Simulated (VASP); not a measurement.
Here is a VASP 6.6.1 calculation.

The input INCAR:

```
SYSTEM = Ti
ALGO = Normal
DIPOL = 0.5 0.5 0.500
EDIFF = 1E-7
EFIELD = -0.2
ENCUT = 520
GGA = PE
IDIPOL = 3
ISIF = 2
ISMEAR = -1
LASPH = .TRUE.
LCHARG = .FALSE.
LDIPOL = .TRUE.
LREAL = .FALSE.
LWAVE = .FALSE.
NBANDS = 12
NELM = 100
PREC = Accurate
SIGMA = 0.05
```

Contents of KPOINTS:

```
k-points
0
G
  13 13 1
  0 0 0
```

Contents of POSCAR:

```
Ti
1.0
    2.9399472372      0.0000000000      0.0000000000
   -1.4699736186      2.5460689932      0.0000000000
    0.0000000000      0.0000000000     16.0000000000
Ti
1
Direct
    0.0000000000      0.0000000000      0.5000000000
```

Potentials or basis: VASP PAW PBE potentials, release 64 (Ti_sv).

Run with:

```sh
$ cat potpaw_PBE.64/Ti_sv/POTCAR > POTCAR
$ mpirun -np 1 vasp_std > vasp.out
```

(1) Estimate the band gap on the k mesh.

Results:

(1) zero (band 6 reaches -2.00 eV, above the bottom of band 7 at -2.33 eV).
